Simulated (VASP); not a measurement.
# Mg2GeSe3 (Immm) in VASP: single point with PBEsol

Aim: the single point of Mg2GeSe3 with PBEsol.

Everything below comes from runs of VASP 6.6.1. Logs are shortened: lines on timing, memory, paths and dates and some standing lists are left out, and cuts for length are marked.

## Step 1: The cell of the first run

It takes space group Immm (No. 71, orthorhombic). Conventional cell: a = 3.480 Å, b = 4.888 Å, c = 15.127 Å, α = 90.00°, β = 90.00°, γ = 90.00°. Mg (site symmetry mm2) has 7 Se at 2.63 to 3.02 Å and 2 Mg at 3.48 Å within 3.5 Å. Ge (site symmetry mmm) has 4 Se at 2.44 to 2.64 Å within 3.2 Å. Within 3.2 Å of Se (site symmetry mmm) lie 2 Ge at 2.44 Å and 4 Mg at 2.88 Å. Se (site symmetry mm2) has 5 Mg at 2.63 to 3.02 Å and 1 Ge at 2.64 Å and 4 Se at 3.48 to 3.59 Å within 3.6 Å.

## Step 2: Single point, PBEsol

File INCAR:

```
ALGO = Normal
EDIFF = 1E-6
ENCUT = 520
GGA = PS
ISIF = 2
ISMEAR = -1
LASPH = True
LCHARG = False
LREAL = False
LWAVE = False
NBANDS = 27
NELM = 80
PREC = Accurate
SIGMA = 0.03
```

File KPOINTS:

```
k-points
0
Gamma
  8 8 8
```

File POSCAR:

```
Mg2GeSe3
1.0
   -1.7401741667      2.4440802798      7.5635488337
    1.7401741667     -2.4440802798      7.5635488337
    1.7401741667      2.4440802798     -7.5635488337
Mg Ge Se
2 1 3
Direct
    0.8480194724      0.3480194724      0.5000000000
    0.1519805276      0.6519805276      0.5000000000
    0.5000000000      0.0000000000      0.5000000000
    0.0000000000      0.0000000000      0.0000000000
    0.3257810672      0.8257810672      0.5000000000
    0.6742189328      0.1742189328      0.5000000000
```

Potentials or basis: VASP PAW PBE potentials, release 64 (Mg, Ge_d, Se).

Run with:

```bash
$ cat potpaw_PBE.64/Mg/POTCAR potpaw_PBE.64/Ge_d/POTCAR potpaw_PBE.64/Se/POTCAR > POTCAR
$ mpirun -np 1 vasp_std > vasp.out
```

OUTCAR:

```text
EDIFF = 1E-6
   ENCUT = 520
   GGA = PS
   ISIF = 2
   ISMEAR = -1
   LASPH = True
   LREAL = False
   NELM = 80
   PREC = Accurate

 ion  position               nearest neighbor table
   1  0.848  0.348  0.500-   6 2.63   4 2.88   4 2.88   5 3.02   5 3.02   5 3.02   5 3.02
   2  0.152  0.652  0.500-   5 2.63   4 2.88   4 2.88   6 3.02   6 3.02   6 3.02   6 3.02
   3  0.500  0.000  0.500-   4 2.44   4 2.44   6 2.64   5 2.64
   4  0.000  0.000  0.000-   3 2.44   3 2.44   1 2.88   2 2.88   1 2.88   2 2.88
   5  0.326  0.826  0.500-   2 2.63   3 2.64   1 3.02   1 3.02   1 3.02   1 3.02
   6  0.674  0.174  0.500-   1 2.63   3 2.64   2 3.02   2 3.02   2 3.02   2 3.02

  LATTYP: Found a body centered orthorhombic cell.
 ALAT       =     3.4803483334
 B/A-ratio  =     1.4045032541
 C/A-ratio  =     4.3464320862

  Lattice vectors:

 A1 = (  -1.7401741667,   2.4440802798,   7.5635488337)
 A2 = (   1.7401741667,  -2.4440802798,   7.5635488337)
 A3 = (   1.7401741667,   2.4440802798,  -7.5635488337)

Analysis of symmetry for initial positions (statically):
=====================================================================
 Subroutine PRICEL returns:
 Original cell was already a primitive cell.

 Routine SETGRP: Setting up the symmetry group for a
 body centered orthorhombic supercell.

 Subroutine GETGRP returns: Found  8 space group operations
 (whereof  8 operations were pure point group operations)
 out of a pool of  8 trial point group operations.

The static configuration has the point symmetry D_2h.

Analysis of symmetry for dynamics (positions and initial velocities):
=====================================================================
 Subroutine PRICEL returns:
 Original cell was already a primitive cell.

 Routine SETGRP: Setting up the symmetry group for a
 body centered orthorhombic supercell.

 Subroutine GETGRP returns: Found  8 space group operations
 (whereof  8 operations were pure point group operations)
 out of a pool of  8 trial point group operations.

The dynamic configuration has the point symmetry D_2h.

 Subroutine INISYM returns: Found  8 space group operations
 (whereof  8 operations are pure point group operations),
 and found     1 'primitive' translations

----------------------------------------------------------------------------------------

                                     Primitive cell

  volume of cell :     128.6749

  direct lattice vectors                    reciprocal lattice vectors
    -1.740174167  2.444080280  7.563548834     0.000000000  0.204575932  0.066106534
     1.740174167 -2.444080280  7.563548834     0.287327562  0.000000000  0.066106534
     1.740174167  2.444080280 -7.563548834     0.287327562  0.204575932  0.000000000

  length of vectors
     8.136891637  8.136891637  8.136891637     0.214991594  0.294834193  0.352715805

  position of ions in fractional coordinates (direct lattice)
     0.848019472  0.348019472  0.500000000
     0.151980528  0.651980528  0.500000000
     0.500000000  0.000000000  0.500000000
     0.000000000  0.000000000  0.000000000
     0.325781067  0.825781067  0.500000000
     0.674218933  0.174218933  0.500000000

  ion indices of the primitive-cell ions
   primitive index   ion index
                 1           1
                 2           2
                 3           3
                 4           4
                 5           5
                 6           6

----------------------------------------------------------------------------------------

 KPOINTS: k-points

Automatic generation of k-mesh.
 Grid dimensions read from file:
 generate k-points for:    8    8    8

 Generating k-lattice:

  Cartesian coordinates                     Fractional coordinates (reciprocal lattice)
     0.000000000  0.025571991  0.008263317     0.125000000  0.000000000 -0.000000000
     0.035915945  0.000000000  0.008263317     0.000000000  0.125000000  0.000000000
     0.035915945  0.025571991  0.000000000    -0.000000000  0.000000000  0.125000000

  Length of vectors
     0.026873949  0.036854274  0.044089476

  Shift w.r.t. Gamma in fractional coordinates (k-lattice)
     0.000000000  0.000000000  0.000000000

 Subroutine IBZKPT returns following result:
 ===========================================

 Found     95 irreducible k-points:

 Following reciprocal coordinates:
            Coordinates               Weight
  0.000000  0.000000  0.000000      1.000000
  0.125000  0.000000  0.000000      4.000000
  0.250000  0.000000  0.000000      4.000000
  0.375000 -0.000000  0.000000      4.000000
  0.500000  0.000000  0.000000      2.000000
  0.000000  0.125000  0.000000      4.000000
[... 16 lines left out ...]
  0.125000  0.375000  0.000000      8.000000
  0.250000  0.375000  0.000000      8.000000
 [... further k-points ...]
   k-points           NKPTS =     95   k-points in BZ     NKDIM =     95   number of bands    NBANDS=     27
   number of dos      NEDOS =    301   number of ions     NIONS =      6
   total plane-waves  NPLWV = 262144
   dimension x,y,z NGX =    64 NGY =   64 NGZ =   64
   dimension x,y,z NGXF=   128 NGYF=  128 NGZF=  128
   ions per type =               2   1   3
   NGX,Y,Z   is equivalent  to a cutoff of  13.08, 13.08, 13.08 a.u.
   NGXF,Y,Z  is equivalent  to a cutoff of  26.15, 26.15, 26.15 a.u.
 SYSTEM =  unknown system
   PREC   = accura    normal or accurate (medium, high low for compatibility)
   ISTART =      0    job   : 0-new  1-cont  2-samecut
   ICHARG =      2    charge: 1-file 2-atom 10-const
   ISPIN  =      1    spin polarized calculation?
   LNONCOLLINEAR =      F non collinear calculations
   LSORBIT =      F    spin-orbit coupling
   LASPH  =      T    aspherical Exc in radial PAW
   ENCUT  =  520.0 eV  38.22 Ry    6.18 a.u.  15.13 15.13 15.13*2*pi/ulx,y,z
   NELM   =     80;   NELMIN=  2; NELMDL= -5     # of ELM steps
   EDIFF  = 0.1E-05   stopping-criterion for ELM
   LREAL  =      F    real-space projection
   EDIFFG = 0.1E-04   stopping-criterion for IOM
   NSW    =      0    number of steps for IOM
   IBRION =     -1    ionic relax: 0-MD 1-quasi-New 2-CG
   NFREE  =      0    steps in history (QN), initial steepest desc. (CG)
   ISIF   =      2    stress and relaxation
   ISYM   =      2    0-nonsym 1-usesym 2-fastsym
   POTIM  = 0.5000    time-step for ionic-motion
   TEBEG  =    0.0;   TEEND  =   0.0 temperature during run
   PSTRESS=    0.0 pullay stress
   NELECT =      36.0000    total number of electrons
   NUPDOWN=      -1.0000    fix difference up-down
   EMIN   =  10.00;   EMAX   =-10.00  energy-range for DOS
   EFERMI =   0.00;   METHOD = LEGACY
   ISMEAR =    -1;   SIGMA  =   0.03  broadening in eV -4-tet -1-fermi 0-gaus
   EFERMI_NEDOS =   21; number of points for ismear=-14 and -15
   IALGO  =     38    algorithm
   IMIX   =      4    mixing-type and parameters
     AMIX     =   0.40;   BMIX     =  1.00
     AMIX_MAG =   1.60;   BMIX_MAG =  1.00
  volume/ion in A,a.u.               =      21.45       144.72
  Fermi-wavevector in a.u.,A,eV,Ry     =   1.070724  2.023376 15.598412  1.146451
  Thomas-Fermi vector in A             =   2.206443
   LORBIT       =      0    0 simple, 1 ext, 2 COOP (PROOUT), +10 PAW based schemes
   GGA     = PS    functional components
   LHFCALC =     F    Hartree Fock is set to
   AEXX    =    0.0000 exact exchange contribution
   IVDW    =     0    specifies the selected vdW correction
   LEPSILON=     F    determine dielectric tensor
   LRPA    =     F    only Hartree local field effects (RPA)
 non-spin polarized calculation
  energy-cutoff  :      520.00
  volume of cell :      128.67
 maximum number of plane-waves:      3492
 NGX is ok and might be reduce to    64
   NGX = 31   NGY = 31   NGZ = 31

 number of electron      35.9999997 magnetization

 Free energy of the ion-electron system (eV)
  ---------------------------------------------------
  ext. energy  EPLUGINS =         0.00000000
  ---------------------------------------------------
  free energy    TOTEN  =       -23.13337198 eV

  energy without entropy =      -23.12843905  energy(sigma->0) =      -23.13090552

 E-fermi :   4.1869     XC(G=0):  -9.7535

 val. band max:        4.1843197111   @ k =   0.0000   0.5000   0.0000
 cond. band min:       4.1930596993   @ k =   0.2500  -0.1250   0.1250
 fundamental gap:      0.0087399883
 Fermi energy:         4.1868624789

 k-point     1 :       0.0000    0.0000    0.0000
  band No.  band energies     occupation
      1     -20.5643      2.00000
      2     -20.5270      2.00000
      3     -20.5225      2.00000
      4     -20.5123      2.00000
      5     -20.4928      2.00000
      6     -10.4283      2.00000
[... 19 lines left out ...]
     26      11.4783      0.00000
     27      11.6251      0.00000

 k-point     2 :       0.1250    0.0000    0.0000
  band No.  band energies     occupation
      1     -20.5637      2.00000
      2     -20.5268      2.00000
      3     -20.5226      2.00000
      4     -20.5123      2.00000
      5     -20.4928      2.00000
      6     -10.3641      2.00000
[... 19 lines left out ...]
     26      10.6131      0.00000
     27      12.0407      0.00000

 k-point     3 :       0.2500    0.0000    0.0000
  band No.  band energies     occupation
      1     -20.5621      2.00000
      2     -20.5263      2.00000
      3     -20.5228      2.00000
      4     -20.5123      2.00000
      5     -20.4930      2.00000
      6     -10.1842      2.00000
[... 594 lines left out ...]
      1     -20.5627      2.00000
      2     -20.5220      2.00000
      3     -20.5176      2.00000
      4     -20.5103      2.00000
      5     -20.4984      2.00000
      6      -9.7331      2.00000
[... 19 lines left out ...]
     26       9.7021      0.00000
     27      10.2729      0.00000

 k-point    24 :       0.2500    0.3750    0.0000
  band No.  band energies     occupation
      1     -20.5612      2.00000
      2     -20.5223      2.00000
      3     -20.5176      2.00000
      4     -20.5098      2.00000
      5     -20.4986      2.00000
      6      -9.5751      2.00000
[... 19 lines left out ...]
     26      10.3593      0.00000
     27      10.4700      0.00000

 [... further k-points ...]

------------------------ aborting loop because EDIFF is reached ----------------------------------------

  FORCE on cell =-STRESS in cart. coord.  units (eV):
  Direction    XX          YY          ZZ          XY          YZ          ZX
  --------------------------------------------------------------------------------------
  -------------------------------------------------------------------------------------
  Total       -0.0640821      0.0276339      0.0194005     -0.0000000      0.0000000      0.0000000
  in kB       -0.7979092      0.3440796      0.2415629     -0.0000000      0.0000000      0.0000000
  external PRESSURE =      -0.0707555 kB  Pullay stress =       0.0000000 kB

 VOLUME and BASIS-vectors are now :
 -----------------------------------------------------------------------------
  energy-cutoff  :      520.00
  volume of cell :      128.67
      direct lattice vectors                 reciprocal lattice vectors
    -1.740174167  2.444080280  7.563548834     0.000000000  0.204575932  0.066106534
     1.740174167 -2.444080280  7.563548834     0.287327562  0.000000000  0.066106534
     1.740174167  2.444080280 -7.563548834     0.287327562  0.204575932  0.000000000

 POSITION                                       TOTAL-FORCE (eV/Angst)
 -----------------------------------------------------------------------------------
      0.00000      2.44408      5.26452         0.000000      0.000000     -0.004774
      1.74017      0.00000      2.29902         0.000000     -0.000000      0.004774
      0.00000      2.44408      0.00000         0.000000     -0.000000      0.000000
      0.00000      0.00000      0.00000         0.000000     -0.000000      0.000000
      1.74017      0.00000      4.92812        -0.000000     -0.000000     -0.012142
     -0.00000      2.44408      2.63543         0.000000      0.000000      0.012142
 -----------------------------------------------------------------------------------
    total drift:                               -0.000000     -0.000000      0.000000

  FREE ENERGIE OF THE ION-ELECTRON SYSTEM (eV)
  ---------------------------------------------------
  free  energy   TOTEN  =       -23.1333719815 eV

  energy  without entropy=      -23.1284390505  energy(sigma->0) =      -23.13090552
```

Wall time 35 min (1 thread of Intel Xeon 8259CL, shared host); peak memory 0.8 GiB.

What came out:

| Item | Value |
| --- | --- |
| Free energy | -23.1334 eV |
| Pressure | 0.0 GPa |
| Largest force | 0.012 eV/Å |
| Band gap on the k mesh | zero (bands 18 and 19 overlap by 1.64 eV) |

Forces on the atoms (eV/Å):
```
Mg   0.000  0.000 -0.005
Mg   0.000  0.000  0.005
Ge   0.000  0.000  0.000
Se   0.000  0.000  0.000
Se   0.000  0.000 -0.012
Se   0.000  0.000  0.012
```

Stress tensor (GPa, compression positive):
```
-0.08  0.00  0.00
 0.00  0.03  0.00
 0.00  0.00  0.02
```

Caveat: the PAW data sets were made with another functional, which shifts forces and pressure a little.
